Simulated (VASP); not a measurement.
A run of VASP 6.6.1 is set up as follows.

INCAR

```
PREC = Accurate ; ENCUT = 620
EDIFF = 1E-6 ; ISMEAR = -1
SIGMA = 0.05 ; LREAL = Auto
LASPH = True ; NELM = 200
ALGO = Normal ; ISIF = 2
LWAVE = False ; LCHARG = False
ISPIN = 2 ; MAGMOM = 0 0 0 0 0 0 0 0 0 0 0 0 0 0 0 0 1
LORBIT = 11 ; GGA = PE
NBANDS = 85 ; GGA_COMPAT = False
```

The input KPOINTS:

```
regular mesh
0
Gamma
  2 2 2
```

The input POSCAR:

```
Mg8O9
1.0
    0.0000000000      3.8990000000      3.8990000000
    3.8990000000      0.0000000000      3.8990000000
    3.8990000000      3.8990000000      0.0000000000
Mg O
8 9
Direct
    0.0182304709     -0.0246525075      0.0384749978
   -0.0188268860      0.0044857155      0.5328209894
   -0.0120273232      0.4976817768      0.0260087867
    0.0182197560      0.5101123095      0.5037021866
    0.4676081171     -0.0246411944      0.0384651753
    0.4978233865     -0.0121666495      0.5161497929
    0.5047300428      0.4809469287      0.0092504045
    0.4676119389      0.5101274114      0.5036955578
    0.2429252292      0.2427349311      0.2710462341
    0.2429187853      0.2427301958      0.7710766482
    0.2429537016      0.7426900701      0.2710616664
    0.2429248043      0.7427122109      0.7711017718
    0.7429154926      0.2427226628      0.2710477228
    0.7429662477      0.3645930924      0.6491134405
    0.7428802553      0.7427517375      0.2711214438
    0.7428873435      0.7427054692      0.7710903937
    0.7429841375      0.1207637398     -0.1070464123
```

Potentials or basis: VASP PAW PBE potentials, release 64 (Mg_sv, O).

Command:

```bash
$ cat potpaw_PBE.64/Mg_sv/POTCAR potpaw_PBE.64/O/POTCAR > POTCAR
$ mpirun -np 1 vasp_std > vasp.out
```

(1) Estimate the net moment.

(2) What does it give for the largest force?

(3) Predict the pressure.

Answers

(1) 0.00 μB per cell.

(2) 0.328 eV/Å.

(3) 100.0 GPa.

Caveat: the k points lie up to 0.70 Å⁻¹ apart.
